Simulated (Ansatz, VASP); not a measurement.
# FeO: VASP beside Ansatz

```
Fe O
1.0
     2.61247    0.00000    0.00000
     0.00000    2.61247    0.00000
     0.00000    0.00000    2.61247
Fe O
1 1
Cartesian
  0.0000 0.0000 0.0000
  1.3062 1.3062 1.3062
```

Alike in both runs: functional PBEsol; k mesh 10 × 10 × 10; occupations fermi-dirac, width 0.05 eV; collinear spin.

|  | VASP | Ansatz |
| --- | --- | --- |
| version | VASP 6.6.1 | Ansatz 0.2.0 |
| potentials or method | VASP PAW PBE potentials, release 64 (Fe, O) | Ansatz PAW |
| plane-wave cutoff (eV) | 520 | 420 |
| valence electrons in the cell | 14 | 22 |
| task | single point | band structure |

|  | VASP | Ansatz | Ansatz less VASP |
| --- | --- | --- | --- |
| gap on the k mesh at the Fermi level (eV) | none | none | - |
| pressure (GPa) | -0.4 | -0.6 | -0.26 |
| net moment per atom (μB) | 2.00 | 2.00 | 0.000 |
| size of the moment on the site where the two differ most (μB) | 3.52 | 3.43 | -0.091 |

VASP's potentials were made for PBE, not for PBEsol. Site moments also hang on the region over which each program counts them. A gap of «none» marks a metal or a gap that the smearing closes. The functional is the same, so the differences come from potentials, cutoffs and numerics. VASP's potentials hold 14 valence electrons a cell and Ansatz's 22, so a difference there can come from the potentials and not from the codes.
